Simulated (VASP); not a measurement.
Wanted: the native input for a VASP 6.6.1 run.

| Quantity | Value |
| --- | --- |
| Task | single point |
| Functional | HSE06 |
| Potentials or basis | VASP PAW PBE potentials, release 64 (S, C) |
| Cutoff | 520 eV |
| k mesh | 4 × 4 × 2 |
| Occupations | gaussian, width 0.01 eV |
| Spin | no spin polarisation |
| Dipole correction | no |
| Grid for exact exchange (PRECFOCK) | Fast |
| Further INCAR settings | ALGO = Normal; EDIFF = 1e-07; NBANDS = 25 |
| Share of exact exchange | 0.25 |
| Screening parameter | 0.2079 1/Å |

The system is CS2.

```
S C
1.0
     3.64579   -2.99431    0.00000
     3.64579    2.99431    0.00000
     0.00000    0.00000    9.85126
S C
4 2
Direct
  0.18152 0.81848 0.88687
  0.31848 0.68152 0.38687
  0.68152 0.31848 0.61313
  0.81848 0.18152 0.11313
  0.50000 0.50000 0.50000
  0.00000 0.00000 0.00000
```

These files were run (other wordings do the same):

POSCAR

```
CS2
1.0
    3.6457880000     -2.9943140000      0.0000000000
    3.6457880000      2.9943140000      0.0000000000
    0.0000000000      0.0000000000      9.8512570000
S C
4 2
Direct
    0.1815210000      0.8184790000      0.8868670000
    0.3184790000      0.6815210000      0.3868670000
    0.6815210000      0.3184790000      0.6131330000
    0.8184790000      0.1815210000      0.1131330000
    0.5000000000      0.5000000000      0.5000000000
    0.0000000000      0.0000000000      0.0000000000
```

INCAR.step1

```
PREC = Accurate ; ENCUT = 520
EDIFF = 1E-5 ; ISMEAR = 0
SIGMA = 0.01 ; LREAL = False
LASPH = True ; NELM = 100
ALGO = Normal ; ISIF = 2
LWAVE = True ; NBANDS = 25
GGA = PE ; KPAR = 4
```

INCAR.step2

```
PREC = Accurate ; ENCUT = 520
EDIFF = 1E-7 ; ISMEAR = 0
SIGMA = 0.01 ; LREAL = False
LASPH = True ; NELM = 100
ALGO = Normal ; ISIF = 2
LWAVE = False ; LCHARG = True
GGA = PE ; LHFCALC = True
HFSCREEN = 0.2079 ; PRECFOCK = Fast
LVHAR = True ; NBANDS = 25
ISTART = 1 ; KPAR = 4
```

KPOINTS

```
Automatic mesh
0
Gamma
  4 4 2
```

Potentials or basis: VASP PAW PBE potentials, release 64 (S, C).

Run with:

```sh
$ cat potpaw_PBE.64/S/POTCAR potpaw_PBE.64/C/POTCAR > POTCAR
$ cp INCAR.step1 INCAR
$ mpirun -np 4 vasp_std > vasp.out
$ cp INCAR.step2 INCAR
$ mpirun -np 4 vasp_std > vasp.out
```

It gave:

The pressure is -1.2 GPa. The largest force is 0.753 eV/Å and the band gap on the k mesh is 4.44 eV.

Caveat: this functional lacks dispersion, which holds the molecules together, so the pressure and a relaxed volume are unreliable; the PAW data sets were made with another functional, which shifts forces and pressure a little.

Run time: 5.4 min on 4 MPI ranks on Intel(R) Xeon(R) Platinum 8259CL CPU @ 2.50GHz (Skylake/Cascade Lake), with other jobs on the host, peak memory 0.47 GiB a rank.
